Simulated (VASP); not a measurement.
# Te (P3_121) in VASP: further runs

The runs below take Te through electric field gradients, density of states, with PBE.

Program: VASP 6.6.1. These are calculated values, not measurements. Logs are shortened: lines on timing, memory, paths and dates and some standing lists are left out, and cuts for length are marked.

### Step 1. The cell of the first run

The structure is trigonal, space group P3_121 (No. 152). The conventional cell has a = 4.601 Å, b = 4.601 Å, c = 5.900 Å, α = 90.00°, β = 90.00°, γ = 120.00°. Within 3.7 Å of Te (site symmetry 2) lie 6 Te at 2.84 to 3.59 Å.

### Step 2. Electric field gradients, PBE

INCAR

```
SYSTEM = Te
  ALGO = Normal
  EDIFF = 1E-8
  ENCUT = 520
  GGA = PE
  ISIF = 2
  ISMEAR = -1
  LASPH = .True.
  LCHARG = .False.
  LEFG = .True.
  LREAL = .False.
  LWAVE = .False.
  NBANDS = 16
  NELM = 60
  PREC = Accurate
  SIGMA = 0.05
```

KPOINTS

```
k-points
0
Gamma
  9 9 6
  0 0 0
```

POSCAR

```
Te
1.0
    4.6013525159      0.0000000000      0.0000000000
   -2.3006762580      3.9848881706      0.0000000000
    0.0000000000      0.0000000000      5.9000620010
Te
3
Direct
    0.2566971700      0.0000000000      0.3333333333
    0.0000000000      0.2566971700      0.6666666667
    0.7433028300      0.7433028300      0.0000000000
```

Potentials or basis: VASP PAW PBE potentials, release 64 (Te).

Started as:

```
$ cat potpaw_PBE.64/Te/POTCAR > POTCAR
$ mpirun -np 1 vasp_std > vasp.out
```

OUTCAR:

```text
SYSTEM = Te
   EDIFF = 1E-8
   ENCUT = 520
   GGA = PE
   ISIF = 2
   ISMEAR = -1
   LASPH = .True.
   LREAL = .False.
   NELM = 60
   PREC = Accurate

 ion  position               nearest neighbor table
   1  0.257  0.000  0.333-   3 2.84   2 2.84   3 3.59   3 3.59   2 3.59   2 3.59
   2  0.000  0.257  0.667-   3 2.84   1 2.84   3 3.59   3 3.59   1 3.59   1 3.59
   3  0.743  0.743  0.000-   1 2.84   2 2.84   2 3.59   1 3.59   2 3.59   1 3.59

  LATTYP: Found a hexagonal cell.
 ALAT       =     4.6013525159
 C/A-ratio  =     1.2822451617

  Lattice vectors:

 A1 = (   4.6013525159,   0.0000000000,   0.0000000000)
 A2 = (  -2.3006762580,   3.9848881706,   0.0000000000)
 A3 = (   0.0000000000,   0.0000000000,   5.9000620010)

Analysis of symmetry for initial positions (statically):
=====================================================================
 Subroutine PRICEL returns:
 Original cell was already a primitive cell.

 Routine SETGRP: Setting up the symmetry group for a
 hexagonal supercell.

 Subroutine GETGRP returns: Found  6 space group operations
 (whereof  2 operations were pure point group operations)
 out of a pool of 24 trial point group operations.

The static configuration has the point symmetry C_2 .
 The point group associated with its full space group is D_3 .

Analysis of symmetry for dynamics (positions and initial velocities):
=====================================================================
 Subroutine PRICEL returns:
 Original cell was already a primitive cell.

 Routine SETGRP: Setting up the symmetry group for a
 hexagonal supercell.

 Subroutine GETGRP returns: Found  6 space group operations
 (whereof  2 operations were pure point group operations)
 out of a pool of 24 trial point group operations.

The dynamic configuration has the point symmetry C_2 .
 The point group associated with its full space group is D_3 .

 Subroutine INISYM returns: Found  6 space group operations
 (whereof  2 operations are pure point group operations),
 and found     1 'primitive' translations

----------------------------------------------------------------------------------------

                                     Primitive cell

  volume of cell :     108.1828

  direct lattice vectors                    reciprocal lattice vectors
     4.601352516  0.000000000  0.000000000     0.217327405  0.125474036  0.000000000
    -2.300676258  3.984888171  0.000000000     0.000000000  0.250948071  0.000000000
     0.000000000  0.000000000  5.900062001     0.000000000  0.000000000  0.169489744

  length of vectors
     4.601352516  4.601352516  5.900062001     0.250948071  0.250948071  0.169489744

  position of ions in fractional coordinates (direct lattice)
     0.256697170  0.000000000  0.333333333
     0.000000000  0.256697170  0.666666667
     0.743302830  0.743302830  0.000000000

  ion indices of the primitive-cell ions
   primitive index   ion index
                 1           1
                 2           2
                 3           3

----------------------------------------------------------------------------------------

 KPOINTS: k-points

Automatic generation of k-mesh.
 Grid dimensions read from file:
 generate k-points for:    9    9    6

 Generating k-lattice:

  Cartesian coordinates                     Fractional coordinates (reciprocal lattice)
     0.024147489  0.013941560  0.000000000     0.111111111 -0.000000000  0.000000000
     0.000000000  0.027883119  0.000000000     0.000000000  0.111111111  0.000000000
     0.000000000  0.000000000  0.028248291     0.000000000  0.000000000  0.166666667

  Length of vectors
     0.027883119  0.027883119  0.028248291

  Shift w.r.t. Gamma in fractional coordinates (k-lattice)
     0.000000000  0.000000000  0.000000000

 Subroutine IBZKPT returns following result:
 ===========================================

 Found     62 irreducible k-points:

 Following reciprocal coordinates:
            Coordinates               Weight
  0.000000  0.000000  0.000000      1.000000
  0.111111  0.000000  0.000000      6.000000
  0.222222  0.000000  0.000000      6.000000
  0.333333  0.000000  0.000000      6.000000
  0.444444  0.000000  0.000000      6.000000
  0.111111  0.111111  0.000000      6.000000
[... 16 lines left out ...]
  0.222222  0.111111  0.166667     12.000000
 -0.111111  0.333333  0.166667     12.000000
 [... further k-points ...]
   k-points           NKPTS =     62   k-points in BZ     NKDIM =     62   number of bands    NBANDS=     16
   number of dos      NEDOS =    301   number of ions     NIONS =      3
   total plane-waves  NPLWV =  62208
   dimension x,y,z NGX =    36 NGY =   36 NGZ =   48
   dimension x,y,z NGXF=    72 NGYF=   72 NGZF=   96
   ions per type =               3
   NGX,Y,Z   is equivalent  to a cutoff of  13.01, 13.01, 13.52 a.u.
   NGXF,Y,Z  is equivalent  to a cutoff of  26.01, 26.01, 27.05 a.u.
 SYSTEM =  Te
   PREC   = accura    normal or accurate (medium, high low for compatibility)
   ISTART =      0    job   : 0-new  1-cont  2-samecut
   ICHARG =      2    charge: 1-file 2-atom 10-const
   ISPIN  =      1    spin polarized calculation?
   LNONCOLLINEAR =      F non collinear calculations
   LSORBIT =      F    spin-orbit coupling
   LASPH  =      T    aspherical Exc in radial PAW
   ENCUT  =  520.0 eV  38.22 Ry    6.18 a.u.   8.56  8.56 10.97*2*pi/ulx,y,z
   NELM   =     60;   NELMIN=  2; NELMDL= -5     # of ELM steps
   EDIFF  = 0.1E-07   stopping-criterion for ELM
   LREAL  =      F    real-space projection
   EDIFFG = 0.1E-06   stopping-criterion for IOM
   NSW    =      0    number of steps for IOM
   IBRION =     -1    ionic relax: 0-MD 1-quasi-New 2-CG
   NFREE  =      0    steps in history (QN), initial steepest desc. (CG)
   ISIF   =      2    stress and relaxation
   ISYM   =      2    0-nonsym 1-usesym 2-fastsym
   POTIM  = 0.5000    time-step for ionic-motion
   TEBEG  =    0.0;   TEEND  =   0.0 temperature during run
   PSTRESS=    0.0 pullay stress
   NELECT =      18.0000    total number of electrons
   NUPDOWN=      -1.0000    fix difference up-down
   EMIN   =  10.00;   EMAX   =-10.00  energy-range for DOS
   EFERMI =   0.00;   METHOD = LEGACY
   ISMEAR =    -1;   SIGMA  =   0.05  broadening in eV -4-tet -1-fermi 0-gaus
   EFERMI_NEDOS =   21; number of points for ismear=-14 and -15
   IALGO  =     38    algorithm
   IMIX   =      4    mixing-type and parameters
     AMIX     =   0.40;   BMIX     =  1.00
     AMIX_MAG =   1.60;   BMIX_MAG =  1.00
  volume/ion in A,a.u.               =      36.06       243.35
  Fermi-wavevector in a.u.,A,eV,Ry     =   0.900422  1.701551 11.031065  0.810760
  Thomas-Fermi vector in A             =   2.023378
   LORBIT       =      0    0 simple, 1 ext, 2 COOP (PROOUT), +10 PAW based schemes
   GGA     = PE    functional components
   LHFCALC =     F    Hartree Fock is set to
   AEXX    =    0.0000 exact exchange contribution
   IVDW    =     0    specifies the selected vdW correction
   LEPSILON=     F    determine dielectric tensor
   LRPA    =     F    only Hartree local field effects (RPA)
 non-spin polarized calculation
  energy-cutoff  :      520.00
  volume of cell :      108.18
 maximum number of plane-waves:      2974
 NGX is ok and might be reduce to    36
   NGX = 17   NGY = 17   NGZ = 21

 number of electron      17.9999999 magnetization

 Free energy of the ion-electron system (eV)
  ---------------------------------------------------
  ext. energy  EPLUGINS =         0.00000000
  ---------------------------------------------------
  free energy    TOTEN  =        -9.41650896 eV

  energy without entropy =       -9.41627410  energy(sigma->0) =       -9.41639153

 E-fermi :   5.3798     XC(G=0):  -8.7733

 val. band max:        5.1695765722   @ k =   0.3333   0.3333   0.5000
 cond. band min:       5.5207073948   @ k =   0.3333   0.3333   0.5000
 fundamental gap:      0.3511308226
 Fermi energy:         5.3797789733

 k-point     1 :       0.0000    0.0000    0.0000
  band No.  band energies     occupation
      1      -8.1461      2.00000
      2      -4.9386      2.00000
      3      -4.9386      2.00000
      4       2.1362      2.00000
      5       2.3504      2.00000
      6       2.3504      2.00000
[... 8 lines left out ...]
     15      10.8798      0.00000
     16      11.6496      0.00000
[... 419 lines left out ...]
 k-point    24 :      -0.1111    0.3333    0.1667
  band No.  band energies     occupation
      1      -7.6176      2.00000
      2      -5.7448      2.00000
      3      -4.3901      2.00000
      4       0.6991      2.00000
      5       1.1450      2.00000
      6       2.0633      2.00000
[... 8 lines left out ...]
     15      12.2172      0.00000
     16      12.6715      0.00000

 [... further k-points ...]
[... 5 lines left out ...]
  --------------------------------------------------------------------------------------
  -------------------------------------------------------------------------------------
  Total        0.2676118      0.2676118      0.5934370     -0.0000000      0.0000000      0.0000000
  in kB        3.9633057      3.9633057      8.7887473     -0.0000000      0.0000000      0.0000000
  external PRESSURE =       5.5717863 kB  Pullay stress =       0.0000000 kB

 VOLUME and BASIS-vectors are now :
 -----------------------------------------------------------------------------
  energy-cutoff  :      520.00
  volume of cell :      108.18
      direct lattice vectors                 reciprocal lattice vectors
     4.601352516  0.000000000  0.000000000     0.217327405  0.125474036  0.000000000
    -2.300676258  3.984888171  0.000000000     0.000000000  0.250948071  0.000000000
     0.000000000  0.000000000  5.900062001     0.000000000  0.000000000  0.169489744

 POSITION                                       TOTAL-FORCE (eV/Angst)
 -----------------------------------------------------------------------------------
      1.18115      0.00000      1.96669         0.218305     -0.000000      0.000000
     -0.59058      1.02291      3.93337        -0.109153      0.189058      0.000000
      1.71010      2.96198      0.00000        -0.109153     -0.189058      0.000000
 -----------------------------------------------------------------------------------
    total drift:                                0.000000     -0.000000      0.000000

  FREE ENERGIE OF THE ION-ELECTRON SYSTEM (eV)
  ---------------------------------------------------
  free  energy   TOTEN  =        -9.4165089609 eV

  energy  without entropy=       -9.4162740990  energy(sigma->0) =       -9.41639153

 Electric field gradients (V/A^2)
---------------------------------------------------------------------
 ion       V_xx      V_yy      V_zz      V_xy      V_xz      V_yz
---------------------------------------------------------------------
   1     206.522  -413.484   206.961     0.000    -0.000   374.589
   2    -258.482    51.521   206.961  -268.471  -324.404  -187.295
   3    -258.482    51.521   206.962   268.471   324.404  -187.295
---------------------------------------------------------------------

 Electric field gradients after diagonalization (V/A^2)
 (convention: |V_zz| > |V_xx| > |V_yy|)
----------------------------------------------------------------------
 ion       V_xx      V_yy      V_zz     asymmetry (V_yy - V_xx)/ V_zz
----------------------------------------------------------------------
   1     383.108   206.522  -589.631       0.299
   2     383.108   206.522  -589.631       0.299
   3     383.108   206.522  -589.631       0.299
----------------------------------------------------------------------

           NMR quadrupolar parameters

 Cq : quadrupolar parameter    Cq=e*Q*V_zz/h
 eta: asymmetry parameters     (V_yy - V_xx)/ V_zz
 Q  : nuclear electric quadrupole moment in mb (millibarn)
----------------------------------------------------------------------
 ion       Cq(MHz)       eta       Q (mb)
----------------------------------------------------------------------
   1      -1.426       0.299       1.000
   2      -1.426       0.299       1.000
   3      -1.426       0.299       1.000
----------------------------------------------------------------------
```

It took 3.8 min on 1 thread of AMD EPYC, shared host; peak memory 0.24 GiB.

Results:

```yaml
Free_energy: -9.4165 eV
Pressure: 0.6 GPa
Largest_force: 0.218 eV/Å
Band_gap_on_the_k_mesh: 0.35 eV, direct
```

Forces in eV/Å, atoms in the order of the input:
```
Te   0.218  0.000  0.000
Te  -0.109  0.189  0.000
Te  -0.109 -0.189  0.000
```

Stress tensor (GPa, compression positive):
```
0.40 0.00 0.00
0.00 0.40 0.00
0.00 0.00 0.88
```

Levels at points of the mesh, in eV from the valence-band top:
```tsv
k point	band 7	band 8	band 9	band 10	band 11	band 12
(0.00, 0.00, 0.00)	-1.57	-1.57	-0.60	1.10	1.10	1.61
(0.00, 0.00, 0.50)	-1.23	-1.10	-1.10	0.66	0.66	0.68
```

Electric field gradients, principal values (V/Å²):
```
atom    least   middle  greatest (by size)
1 Te  206.522  383.108            -589.631
2 Te  206.522  383.108            -589.631
3 Te  206.522  383.108            -589.631
```

Caveat: without QUAD_EFG the Cq values of the log hold for a quadrupole moment of 1 mb, not for the nuclei; spin-orbit coupling is left out, which moves the levels of the heavy elements. A k mesh can miss the band edges.

### Step 3. Electric field gradients, PBE

INCAR

```
  ALGO = Normal
  EDIFF = 1E-8
  ENCUT = 520
  GGA = PE
  ISIF = 2
  ISMEAR = -1
  LASPH = T
  LCHARG = F
  LEFG = T
  LREAL = F
  LWAVE = F
  NBANDS = 16
  NELM = 100
  PREC = Accurate
  SIGMA = 0.05
```

KPOINTS

```
k-points
0
Gamma
  9 9 6
```

POSCAR is that of step 2.

Potentials or basis: VASP PAW PBE potentials, release 64 (Te).

Started as:

```
$ cat potpaw_PBE.64/Te/POTCAR > POTCAR
$ mpirun -np 1 vasp_std > vasp.out
```

OUTCAR:

```text
EDIFF = 1E-8
   ENCUT = 520
   GGA = PE
   ISIF = 2
   ISMEAR = -1
   LASPH = T
   LREAL = F
   NELM = 100
   PREC = Accurate

 ion  position               nearest neighbor table
   1  0.257  0.000  0.333-   3 2.84   2 2.84   3 3.59   3 3.59   2 3.59   2 3.59
   2  0.000  0.257  0.667-   3 2.84   1 2.84   3 3.59   3 3.59   1 3.59   1 3.59
   3  0.743  0.743  0.000-   1 2.84   2 2.84   2 3.59   1 3.59   2 3.59   1 3.59

  LATTYP: Found a hexagonal cell.
 ALAT       =     4.6013525159
 C/A-ratio  =     1.2822451617

  Lattice vectors:

[... 679 lines left out ...]

 Electric field gradients (V/A^2)
---------------------------------------------------------------------
 ion       V_xx      V_yy      V_zz      V_xy      V_xz      V_yz
---------------------------------------------------------------------
   1     206.522  -413.484   206.961     0.000    -0.000   374.589
   2    -258.482    51.521   206.961  -268.471  -324.404  -187.295
   3    -258.482    51.521   206.962   268.471   324.404  -187.295
---------------------------------------------------------------------

 Electric field gradients after diagonalization (V/A^2)
 (convention: |V_zz| > |V_xx| > |V_yy|)
----------------------------------------------------------------------
 ion       V_xx      V_yy      V_zz     asymmetry (V_yy - V_xx)/ V_zz
----------------------------------------------------------------------
   1     383.108   206.522  -589.631       0.299
   2     383.108   206.522  -589.631       0.299
   3     383.108   206.522  -589.631       0.299
----------------------------------------------------------------------

           NMR quadrupolar parameters

 Cq : quadrupolar parameter    Cq=e*Q*V_zz/h
 eta: asymmetry parameters     (V_yy - V_xx)/ V_zz
 Q  : nuclear electric quadrupole moment in mb (millibarn)
----------------------------------------------------------------------
 ion       Cq(MHz)       eta       Q (mb)
----------------------------------------------------------------------
   1      -1.426       0.299       1.000
   2      -1.426       0.299       1.000
   3      -1.426       0.299       1.000
----------------------------------------------------------------------
```

Run time: 3.6 min. Hardware: 1 thread of AMD EPYC, shared host; peak memory 0.24 GiB.

Results:

* Free energy: -9.4165 eV
* Pressure: 0.6 GPa
* Largest force: 0.218 eV/Å
* Band gap on the k mesh: 0.35 eV, direct

Forces in eV/Å, atoms in the order of the input:
```
Te   0.218  0.000  0.000
Te  -0.109  0.189  0.000
Te  -0.109 -0.189  0.000
```

Stress tensor (GPa, compression positive):
```
0.40 0.00 0.00
0.00 0.40 0.00
0.00 0.00 0.88
```

Levels at points of the mesh, in eV from the valence-band top:
| k point | band 7 | band 8 | band 9 | band 10 | band 11 | band 12 |
| --- | --- | --- | --- | --- | --- | --- |
| (0.00, 0.00, 0.00) | -1.57 | -1.57 | -0.60 | 1.10 | 1.10 | 1.61 |
| (0.00, 0.00, 0.50) | -1.23 | -1.10 | -1.10 | 0.66 | 0.66 | 0.68 |

Electric field gradients, principal values (V/Å²):
| atom | least | middle | greatest (by size) |
| --- | --- | --- | --- |
| 1 Te | 206.522 | 383.108 | -589.631 |
| 2 Te | 206.522 | 383.108 | -589.631 |
| 3 Te | 206.522 | 383.108 | -589.631 |

Caveat: without QUAD_EFG the Cq values of the log hold for a quadrupole moment of 1 mb, not for the nuclei; spin-orbit coupling is left out, which moves the levels of the heavy elements.

### Step 4. Density of states, PBE

POSCAR is that of step 3.

INCAR.step1

```
PREC = Accurate
ENCUT = 520
EDIFF = 1E-7
ISMEAR = -1
SIGMA = 0.05
LREAL = F
LASPH = T
NELM = 100
ALGO = Normal
ISIF = 2
LWAVE = F
LCHARG = T
GGA = PE
NBANDS = 16
```

KPOINTS.step1

```
regular mesh
0
Gamma
  9 9 6
```

INCAR.step2

```
PREC = Accurate
ENCUT = 520
EDIFF = 1E-7
ISMEAR = -5
SIGMA = 0.05
LREAL = F
LASPH = T
NELM = 100
ALGO = Normal
ISIF = 2
LWAVE = F
LCHARG = F
GGA = PE
LORBIT = 11
NBANDS = 16
NEDOS = 2001
ICHARG = 11
```

KPOINTS.step2

```
regular mesh
0
Gamma
  14 14 9
```

Started as:

```
$ cat potpaw_PBE.64/Te/POTCAR > POTCAR
$ cp INCAR.step1 INCAR
$ cp KPOINTS.step1 KPOINTS
$ mpirun -np 1 vasp_std > vasp.out
$ cp INCAR.step2 INCAR
$ cp KPOINTS.step2 KPOINTS
$ mpirun -np 1 vasp_std > vasp.out
```

It took 8.5 min on 1 thread of AMD EPYC, shared host; peak memory 0.37 GiB.

Results (log left out):

```
Valence electrons inside the program's atomic spheres : Te 3.29
```

Levels at points of the mesh, in eV from the valence-band top:
```
           k point  band 6  band 7  band 8  band 9  band 10  band 11  band 12  band 13
(0.00, 0.00, 0.00)   -2.81   -1.57   -1.57   -0.60     1.11     1.11     1.61     5.09
(0.50, 0.00, 0.00)   -3.27   -3.06   -1.11   -0.81     1.10     1.23     3.39     3.65
```

Caveat: spin-orbit coupling is left out, which moves the levels of the heavy elements.
